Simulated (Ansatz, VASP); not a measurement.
# TiAl: VASP beside Ansatz

```xyz
2
Lattice="3.1843 0.0000 0.0000 0.0000 3.1843 0.0000 0.0000 0.0000 3.1843" Properties=species:S:1:pos:R:3 pbc="T T T"
Ti    1.5921    1.5921    1.5921
Al    0.0000    0.0000    0.0000
```

Alike in both runs: task relaxation of cell and atoms; functional PBE; k mesh 18 × 18 × 18; occupations gaussian, width 0.1 eV; no spin polarisation.

|  | VASP | Ansatz |
| --- | --- | --- |
| version | VASP 6.6.1 | Ansatz 0.2.0 |
| potentials or method | VASP PAW PBE potentials, release 64 (Ti_sv, Al), cutoff 600 eV | scalar-relativistic, plane waves, PAW |
| valence electrons in the cell | 15 | 15 |

Ansatz gave:

| Item | Value |
| --- | --- |
| gap on the k mesh at the Fermi level, each at its own relaxed structure (eV) | none |
| relaxed volume (Å³/atom) | 16.17 |
| relaxed length of the cell vector where the two differ most in proportion (Å) | 3.186 |

What did VASP give for the same quantities?

gap on the k mesh at the Fermi level, each at its own relaxed structure (eV): none; relaxed volume (Å³/atom): 16.18; relaxed length of the cell vector where the two differ most in proportion (Å): 3.186.

A gap of «none» marks a metal or a gap that the smearing closes.
